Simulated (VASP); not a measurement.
A run of VASP 6.6.1:

File INCAR:

```
  ALGO = Normal
  EDIFF = 1E-6
  ENCUT = 520
  GGA = PS
  ISIF = 2
  ISMEAR = -1
  LASPH = T
  LCHARG = F
  LREAL = F
  LWAVE = F
  NBANDS = 36
  NELM = 100
  PREC = Accurate
  SIGMA = 0.03
```

KPOINTS

```
k-points
0
Gamma
  8 8 8
```

POSCAR

```
InGa2N3
1.0
   -1.5377828833      2.2056341969      4.6475831350
    1.5377828833     -2.2056341969      4.6475831350
    1.5377828833      2.2056341969     -4.6475831350
In Ga N
1 2 3
Direct
    0.0000000000      0.0000000000      0.0000000000
    0.6701679476      0.6701679476      0.0000000000
    0.3298320524      0.3298320524      0.0000000000
    0.5000000000      0.0000000000      0.5000000000
    0.1811970581      0.6811970581      0.5000000000
    0.8188029419      0.3188029419      0.5000000000
```

Potentials or basis: VASP PAW PBE potentials, release 64 (In_d, Ga_d, N).

Command:

```sh
$ cat potpaw_PBE.64/In_d/POTCAR potpaw_PBE.64/Ga_d/POTCAR potpaw_PBE.64/N/POTCAR > POTCAR
$ mpirun -np 1 vasp_std > vasp.out
```

Hardware: 1 thread of Intel(R) Xeon(R) Platinum 8259CL CPU @ 2.50GHz (Skylake/Cascade Lake), on a shared host.

Q: Estimate the wall time of this run.

A: Run time: 5.1 min on 1 thread of Intel(R) Xeon(R) Platinum 8259CL CPU @ 2.50GHz (Skylake/Cascade Lake), with other jobs on the host, peak memory 0.37 GiB. Counts: scf iterations 14, k points 95.
